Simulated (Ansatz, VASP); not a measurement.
**B6N in VASP and in Ansatz**

```
B N
1.0
     3.00551    0.00000    0.00000
    -1.50276    2.60285    0.00000
     0.00000    0.00000    6.45397
B N
6 1
Direct
  0.00000 0.00000 0.79195
  0.00000 0.00000 0.20805
  0.33333 0.66667 0.64271
  0.33333 0.66667 0.35729
  0.66667 0.33333 0.35729
  0.66667 0.33333 0.64271
  0.00000 0.00000 0.00000
```

Alike in both runs: functional PBE; k mesh 12 × 12 × 6; occupations gaussian, width 0.1 eV; no spin polarisation.

Ansatz relaxed the structure, and its values are those at the end. VASP's run is a single point on that final structure, the one shown.

```csv
,VASP,Ansatz
version,VASP 6.6.1,Ansatz 0.2.0
potentials or method,"VASP PAW PBE potentials, release 64 (B, N), cutoff 520 eV","scalar-relativistic, plane waves, PAW"
valence electrons in the cell,23,23
```

VASP gave:

```
gap on the k mesh at the Fermi level (eV) : none
pressure (GPa)                            : -0.1
```

What did Ansatz give for the same quantities?

gap on the k mesh at the Fermi level (eV): none; pressure (GPa): 0.0.

A gap of «none» marks a metal or a gap that the smearing closes. With one functional, cell and mesh, what is left measures potentials, basis and numerics.
